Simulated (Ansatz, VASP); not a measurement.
# C in VASP and in Ansatz

```xyz
10
Lattice="2.4650 0.0000 0.0000 -1.2325 2.1347 0.0000 0.0000 0.0000 21.4769" Properties=species:S:1:pos:R:3 pbc="T T T"
C     0.0000    0.0000    4.0000
C     1.2325    0.7116    4.0000
C     0.0000    0.0000    7.3692
C     0.0000    1.4232    7.3692
C     0.0000    0.0000   10.7384
C     1.2325    0.7116   10.7384
C     0.0000    0.0000   14.1076
C     0.0000    1.4232   14.1076
C     0.0000    0.0000   17.4769
C     1.2325    0.7116   17.4769
```

Alike in both runs: task single point; functional PBE; dispersion D3(BJ); k mesh 15 × 15 × 1; occupations gaussian, width 0.1 eV; no spin polarisation.

```csv
,VASP,Ansatz
version,VASP 6.6.1,Ansatz 0.2.0
potentials or method,"VASP PAW PBE potentials, release 64 (C), cutoff 520 eV","scalar-relativistic, plane waves, PAW"
valence electrons in the cell,40,40
```

```csv
,VASP,Ansatz,Ansatz less VASP
rms of the force components (eV/Å),0.004,0.004,0.0000
```

Atom by atom the forces differ by 0.000 eV/Å (rms over components).
